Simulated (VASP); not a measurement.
# Hf3Si2 (P4/mbm) in VASP: notebook, part 2 of 3

VASP 6.6.1.

## Step 3: Single point, PBEsol (uniaxial strain along c: -4.0 %, then relaxed in part)

Contents of INCAR:

```
SYSTEM = Hf3Si2
ALGO = Fast
EDIFF = 1E-7
ENCUT = 520
GGA = PS
ISIF = 2
ISMEAR = 0
LASPH = .True.
LCHARG = .False.
LREAL = .False.
LWAVE = .False.
NBANDS = 49
NELM = 80
PREC = Accurate
SIGMA = 0.1
```

Contents of KPOINTS:

```
k-points
0
Gamma
  6 6 10
  0 0 0
```

Contents of POSCAR:

```
Hf3Si2
1.0
    7.0591087915      0.0000000000      0.0000000000
    0.0000000000      7.0591087915      0.0000000000
    0.0000000000      0.0000000000      3.4627469947
Hf Si
6 4
Direct
    0.6740018338      0.8259981662      0.5000000000
    0.8259981662      0.3259981662      0.5000000000
    0.3259981662      0.1740018338      0.5000000000
    0.1740018338      0.6740018338      0.5000000000
    0.5000000000      0.5000000000      0.0000000000
    0.0000000000      0.0000000000      0.0000000000
    0.6231431294      0.1231431294      0.0000000000
    0.8768568706      0.6231431294      0.0000000000
    0.1231431294      0.3768568706      0.0000000000
    0.3768568706      0.8768568706      0.0000000000
```

Potentials or basis: VASP PAW PBE potentials, release 64 (Hf_pv, Si).

Run with:

```
> cat potpaw_PBE.64/Hf_pv/POTCAR potpaw_PBE.64/Si/POTCAR > POTCAR
> mpirun -np 1 vasp_std > vasp.out
```

OUTCAR:

```text
SYSTEM = Hf3Si2
   EDIFF = 1E-7
   ENCUT = 520
   GGA = PS
   ISIF = 2
   ISMEAR = 0
   LASPH = .True.
   LREAL = .False.
   NELM = 80
   PREC = Accurate

 ion  position               nearest neighbor table
   1  0.674  0.826  0.500-   8 2.66   8 2.66  10 2.74   7 2.74   7 2.74  10 2.74   6 3.13   6 3.13
                             5 3.13   5 3.13   3 3.47   2 3.69   4 3.69   2 3.69   4 3.69
   2  0.826  0.326  0.500-   7 2.66   7 2.66   9 2.74   8 2.74   8 2.74   9 2.74   6 3.13   6 3.13
                             5 3.13   5 3.13   4 3.47   3 3.69   1 3.69   1 3.69   3 3.69
   3  0.326  0.174  0.500-   9 2.66   9 2.66  10 2.74   7 2.74   7 2.74  10 2.74   6 3.13   6 3.13
                             5 3.13   5 3.13   1 3.47   2 3.69   4 3.69   4 3.69   2 3.69
   4  0.174  0.674  0.500-  10 2.66  10 2.66   8 2.74   8 2.74   9 2.74   9 2.74   6 3.13   6 3.13
                             5 3.13   5 3.13   2 3.47   1 3.69   3 3.69   3 3.69   1 3.69
   5  0.500  0.500  0.000-   7 2.80   8 2.80   9 2.80  10 2.80   1 3.13   2 3.13   3 3.13   4 3.13
                             1 3.13   2 3.13   3 3.13   4 3.13
   6  0.000  0.000  0.000-   7 2.80   8 2.80   9 2.80  10 2.80   1 3.13   2 3.13   3 3.13   4 3.13
                             1 3.13   2 3.13   3 3.13   4 3.13
   7  0.623  0.123  0.000-  10 2.46   2 2.66   2 2.66   1 2.74   1 2.74   3 2.74   3 2.74   5 2.80
                             6 2.80
   8  0.877  0.623  0.000-   9 2.46   1 2.66   1 2.66   2 2.74   4 2.74   2 2.74   4 2.74   5 2.80
                             6 2.80
   9  0.123  0.377  0.000-   8 2.46   3 2.66   3 2.66   2 2.74   2 2.74   4 2.74   4 2.74   5 2.80
                             6 2.80
  10  0.377  0.877  0.000-   7 2.46   4 2.66   4 2.66   3 2.74   1 2.74   3 2.74   1 2.74   5 2.80
                             6 2.80

  LATTYP: Found a simple tetragonal cell.
 ALAT       =     7.0591087915
 C/A-ratio  =     0.4905360006

  Lattice vectors:

 A1 = (   7.0591087915,   0.0000000000,   0.0000000000)
 A2 = (   0.0000000000,   7.0591087915,   0.0000000000)
 A3 = (   0.0000000000,   0.0000000000,   3.4627469947)

Analysis of symmetry for initial positions (statically):
=====================================================================
 Subroutine PRICEL returns:
 Original cell was already a primitive cell.

 Routine SETGRP: Setting up the symmetry group for a
 simple tetragonal supercell.

 Subroutine GETGRP returns: Found 16 space group operations
 (whereof  8 operations were pure point group operations)
 out of a pool of 16 trial point group operations.

The static configuration has the point symmetry C_4h.
 The point group associated with its full space group is D_4h.

Analysis of symmetry for dynamics (positions and initial velocities):
=====================================================================
 Subroutine PRICEL returns:
 Original cell was already a primitive cell.

 Routine SETGRP: Setting up the symmetry group for a
 simple tetragonal supercell.

 Subroutine GETGRP returns: Found 16 space group operations
 (whereof  8 operations were pure point group operations)
 out of a pool of 16 trial point group operations.

The dynamic configuration has the point symmetry C_4h.
 The point group associated with its full space group is D_4h.
[... 96 lines left out ...]
 [... further k-points ...]
   k-points           NKPTS =     60   k-points in BZ     NKDIM =     60   number of bands    NBANDS=     49
   number of dos      NEDOS =    301   number of ions     NIONS =     10
   total plane-waves  NPLWV =  81648
   dimension x,y,z NGX =    54 NGY =   54 NGZ =   28
   dimension x,y,z NGXF=   108 NGYF=  108 NGZF=   56
   ions per type =               6   4
   NGX,Y,Z   is equivalent  to a cutoff of  12.72, 12.72, 13.44 a.u.
   NGXF,Y,Z  is equivalent  to a cutoff of  25.43, 25.43, 26.89 a.u.
 SYSTEM =  Hf3Si2
   PREC   = accura    normal or accurate (medium, high low for compatibility)
   ISTART =      0    job   : 0-new  1-cont  2-samecut
   ICHARG =      2    charge: 1-file 2-atom 10-const
   ISPIN  =      1    spin polarized calculation?
   LNONCOLLINEAR =      F non collinear calculations
   LSORBIT =      F    spin-orbit coupling
   LASPH  =      T    aspherical Exc in radial PAW
   ENCUT  =  520.0 eV  38.22 Ry    6.18 a.u.  13.13 13.13  6.44*2*pi/ulx,y,z
   NELM   =     80;   NELMIN=  2; NELMDL= -5     # of ELM steps
   EDIFF  = 0.1E-06   stopping-criterion for ELM
   LREAL  =      F    real-space projection
   EDIFFG = 0.1E-05   stopping-criterion for IOM
   NSW    =      0    number of steps for IOM
   IBRION =     -1    ionic relax: 0-MD 1-quasi-New 2-CG
   NFREE  =      0    steps in history (QN), initial steepest desc. (CG)
   ISIF   =      2    stress and relaxation
   ISYM   =      2    0-nonsym 1-usesym 2-fastsym
   POTIM  = 0.5000    time-step for ionic-motion
   TEBEG  =    0.0;   TEEND  =   0.0 temperature during run
   PSTRESS=    0.0 pullay stress
   NELECT =      76.0000    total number of electrons
   NUPDOWN=      -1.0000    fix difference up-down
   EMIN   =  10.00;   EMAX   =-10.00  energy-range for DOS
   EFERMI =   0.00;   METHOD = LEGACY
   ISMEAR =     0;   SIGMA  =   0.10  broadening in eV -4-tet -1-fermi 0-gaus
   EFERMI_NEDOS =   21; number of points for ismear=-14 and -15
   IALGO  =     68    algorithm
   IMIX   =      4    mixing-type and parameters
     AMIX     =   0.40;   BMIX     =  1.00
     AMIX_MAG =   1.60;   BMIX_MAG =  1.00
  volume/ion in A,a.u.               =      17.26       116.44
  Fermi-wavevector in a.u.,A,eV,Ry     =   1.245583  2.353810 21.109112  1.551476
  Thomas-Fermi vector in A             =   2.379798
   LORBIT       =      0    0 simple, 1 ext, 2 COOP (PROOUT), +10 PAW based schemes
   GGA     = PS    functional components
   LHFCALC =     F    Hartree Fock is set to
   AEXX    =    0.0000 exact exchange contribution
   IVDW    =     0    specifies the selected vdW correction
   LEPSILON=     F    determine dielectric tensor
   LRPA    =     F    only Hartree local field effects (RPA)
 non-spin polarized calculation
 RMM-DIIS sequential band-by-band and
 Gauss-broadening in eV      SIGMA  =   0.10
  energy-cutoff  :      520.00
  volume of cell :      172.55
 maximum number of plane-waves:      4676
 NGX is ok and might be reduce to    54
   NGX = 27   NGY = 27   NGZ = 13

 number of electron      75.9999997 magnetization

 Free energy of the ion-electron system (eV)
  ---------------------------------------------------
  ext. energy  EPLUGINS =         0.00000000
  ---------------------------------------------------
  free energy    TOTEN  =       -94.54988968 eV

  energy without entropy =      -94.51739711  energy(sigma->0) =      -94.53364339

 E-fermi :   6.7205     XC(G=0): -11.8164

 val. band max:        6.7064301821   @ k =   0.0000   0.0000   0.4000
 cond. band min:       6.7209116626   @ k =   0.5000   0.3333   0.0000
 fundamental gap:      0.0144814805
 Fermi energy:         6.7205257413

 k-point     1 :       0.0000    0.0000    0.0000
  band No.  band energies     occupation
      1     -23.5489      2.00000
      2     -23.5489      2.00000
      3     -23.4258      2.00000
      4     -23.3297      2.00000
      5     -23.3297      2.00000
      6     -23.3103      2.00000
[... 1237 lines left out ...]
     48      10.1314      0.00000
     49      10.5314      0.00000

 [... further k-points ...]

------------------------ aborting loop because EDIFF is reached ----------------------------------------

  FORCE on cell =-STRESS in cart. coord.  units (eV):
  Direction    XX          YY          ZZ          XY          YZ          ZX
  --------------------------------------------------------------------------------------
  -------------------------------------------------------------------------------------
  Total        0.0153773      0.0153773      7.0091129      0.0000000      0.0000000      0.0000000
  in kB        0.1427812      0.1427812     65.0808367      0.0000000      0.0000000      0.0000000
  external PRESSURE =      21.7887997 kB  Pullay stress =       0.0000000 kB

 VOLUME and BASIS-vectors are now :
 -----------------------------------------------------------------------------
  energy-cutoff  :      520.00
  volume of cell :      172.55
      direct lattice vectors                 reciprocal lattice vectors
     7.059108791  0.000000000  0.000000000     0.141660942  0.000000000  0.000000000
     0.000000000  7.059108791  0.000000000     0.000000000  0.141660942  0.000000000
     0.000000000  0.000000000  3.462746995     0.000000000  0.000000000  0.288788064

 POSITION                                       TOTAL-FORCE (eV/Angst)
 -----------------------------------------------------------------------------------
      4.75785      5.83081      1.73137         0.003162     -0.003162      0.000000
      5.83081      2.30126      1.73137        -0.003162     -0.003162      0.000000
      2.30126      1.22830      1.73137        -0.003162      0.003162     -0.000000
      1.22830      4.75785      1.73137         0.003162      0.003162     -0.000000
      3.52955      3.52955      0.00000         0.000000      0.000000     -0.000000
      0.00000      0.00000      0.00000         0.000000      0.000000     -0.000000
      4.39884      0.86928      0.00000        -0.002736     -0.002736     -0.000000
      6.18983      4.39884      0.00000         0.002736     -0.002736     -0.000000
      0.86928      2.66027      0.00000        -0.002736      0.002736      0.000000
      2.66027      6.18983      0.00000         0.002736      0.002736     -0.000000
 -----------------------------------------------------------------------------------
    total drift:                                0.000000      0.000000      0.000000

  FREE ENERGIE OF THE ION-ELECTRON SYSTEM (eV)
  ---------------------------------------------------
  free  energy   TOTEN  =       -94.5498896751 eV

  energy  without entropy=      -94.5173971064  energy(sigma->0) =      -94.53364339
```

Run time: 10 min. Hardware: 1 thread of AMD EPYC 7R13 (Zen 3), shared host; peak memory 0.49 GiB.

Results:

```yaml
Free_energy: -94.5499 eV
Pressure: 2.2 GPa
Largest_force: 0.004 eV/Å
Band_gap_on_the_k_mesh: zero (bands 38 and 39 overlap by 1.55 eV)
```

Forces in eV/Å, atoms in the order of the input:
```
Hf   0.003 -0.003  0.000
Hf  -0.003 -0.003  0.000
Hf  -0.003  0.003  0.000
Hf   0.003  0.003  0.000
Hf   0.000  0.000  0.000
Hf   0.000  0.000  0.000
Si  -0.003 -0.003  0.000
Si   0.003 -0.003  0.000
Si  -0.003  0.003  0.000
Si   0.003  0.003  0.000
```

Caveat: the cell differs from its parent crystal (uniaxial strain along c: -4.0 %, then relaxed in part); the stress differs along the axes, from 0 to 7 GPa; the PAW data sets were made with another functional, which shifts forces and pressure a little; spin-orbit coupling is left out, which moves the levels of the heavy elements.

## Step 4: Single point, PBEsol (18.61 Å³/atom)

This run uses another cell than the first one, of 18.61 Å³/atom.

Contents of INCAR:

```
PREC     = Accurate       # precision mode
ENCUT    = 520            # plane-wave cutoff, eV
EDIFF    = 1E-7           # SCF threshold, eV
ISMEAR   = 0              # smearing method
SIGMA    = 0.1            # smearing width, eV
LREAL    = F              # projectors in reciprocal space
LASPH    = T              # aspherical terms in the spheres
NELM     = 60             # most SCF steps
ALGO     = Fast           # electronic algorithm
ISIF     = 2              # what is computed and relaxed
LWAVE    = F              # write WAVECAR
LCHARG   = T              # write CHGCAR
GGA      = PS             # functional
LELF     = T              # ELF
LVHAR    = T            
NBANDS   = 49             # bands
```

Contents of KPOINTS:

```
Automatic mesh
0
Gamma
  6 6 10
```

Contents of POSCAR:

```
Hf3Si2
1.0
    7.0873148287      0.0000000000      0.0000000000
    0.0000000000      7.0873148287      0.0000000000
    0.0000000000      0.0000000000      3.7047788010
Hf Si
6 4
Direct
    0.6730248094      0.8269751906      0.5000000000
    0.8269751906      0.3269751906      0.5000000000
    0.3269751906      0.1730248094      0.5000000000
    0.1730248094      0.6730248094      0.5000000000
    0.5000000000      0.5000000000      0.0000000000
    0.0000000000      0.0000000000      0.0000000000
    0.6244238203      0.1244238203      0.0000000000
    0.8755761797      0.6244238203      0.0000000000
    0.1244238203      0.3755761797      0.0000000000
    0.3755761797      0.8755761797      0.0000000000
```

Run with:

```
> cat potpaw_PBE.64/Hf_pv/POTCAR potpaw_PBE.64/Si/POTCAR > POTCAR
> mpirun -np 1 vasp_std > vasp.out
```

It took 15 min on 1 thread of Oxide Virtual Turin-like, shared host; peak memory 0.5 GiB.

The run converged. Its results:

```
Free energy            : -94.4263 eV
Pressure               : -7.9 GPa
Band gap on the k mesh : zero (bands 38 and 39 overlap by 1.22 eV)
```

Forces on the atoms (eV/Å):
```
Hf   0.002 -0.002  0.000
Hf  -0.002 -0.002  0.000
Hf  -0.002  0.002  0.000
Hf   0.002  0.002  0.000
Hf   0.000  0.000  0.000
Hf   0.000  0.000  0.000
Si  -0.001 -0.001  0.000
Si   0.001 -0.001  0.000
Si  -0.001  0.001  0.000
Si   0.001  0.001  0.000
```

Levels at points of the mesh, in eV from the Fermi level:
```tsv
k point	band 36	band 37	band 38	band 39	band 40	band 41
(0.00, 0.00, 0.00)	-0.34	-0.21	-0.16	1.02	1.16	1.48
(0.50, 0.00, 0.00)	-0.33	0.55	0.55	0.91	0.91	1.44
(0.50, 0.50, 0.00)	-0.30	-0.09	-0.09	0.22	0.22	1.26
(0.00, 0.00, 0.50)	-0.03	0.18	0.19	0.19	0.33	0.74
(0.50, 0.00, 0.50)	-0.92	-0.41	-0.41	-0.10	-0.10	1.95
(0.50, 0.50, 0.50)	-1.18	-0.59	-0.59	-0.56	-0.56	2.00
```

Caveat: the cell stands under tension; the PAW data sets were made with another functional, which shifts forces and pressure a little; spin-orbit coupling is left out, which moves the levels of the heavy elements.

(Continued in part 3 of 3.)
